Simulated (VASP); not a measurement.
Wanted: the native input for a VASP 6.6.1 run.

| Quantity | Value |
| --- | --- |
| Task | single point |
| Functional | LDA |
| Potentials or basis | VASP PAW LDA potentials, release 64 (Au, Be, Br) |
| Cutoff | 520 eV |
| k mesh | 4 × 4 × 4 |
| Occupations | gaussian, width 0.05 eV |
| Spin | no spin polarisation |
| Dipole correction | no |
| Further INCAR settings | ALGO = Normal; EDIFF = 1e-06; NBANDS = 25 |

The structure of BeAuBr3 lies in POSCAR:

```
BeAuBr3
1.0
    4.7707459462      0.0000000000      0.0000000000
    0.0000000000      4.7707459462      0.0000000000
    0.0000000000      0.0000000000      4.7707459462
Au Be Br
1 1 3
Direct
    0.0000000000      0.0000000000      0.0000000000
    0.5000000000      0.5000000000      0.5000000000
    0.5000000000      0.5000000000      0.0000000000
    0.5000000000      0.0000000000      0.5000000000
    0.0000000000      0.5000000000      0.5000000000
```

These files were run (other wordings do the same):

INCAR

```
SYSTEM = BeAuBr3
ALGO = Normal ; EDIFF = 1E-6
ENCUT = 520 ; GGA = CA
ISIF = 2 ; ISMEAR = 0
LASPH = .TRUE. ; LCHARG = .FALSE.
LREAL = .FALSE. ; LWAVE = .FALSE.
NBANDS = 25 ; NELM = 100
PREC = Accurate ; SIGMA = 0.05
```

KPOINTS

```
k-points
0
G
  4 4 4
  0 0 0
```

Potentials or basis: VASP PAW LDA potentials, release 64 (Au, Be, Br).

The run is started by

```bash
$ cat potpaw_LDA.64/Au/POTCAR potpaw_LDA.64/Be/POTCAR potpaw_LDA.64/Br/POTCAR > POTCAR
$ mpirun -np 1 vasp_std > vasp.out
```

It gave:

| Item | Value |
| --- | --- |
| Pressure | -2.3 GPa |
| Band gap on the k mesh | zero (band 17 reaches 3.18 eV, above the bottom of band 18 at 2.05 eV) |

Caveat: spin-orbit coupling is left out, which moves the levels of the heavy elements.

It took 14 s on 1 thread of AMD EPYC 9R14 (Zen 4) (shared host), peak memory 0.15 GiB.
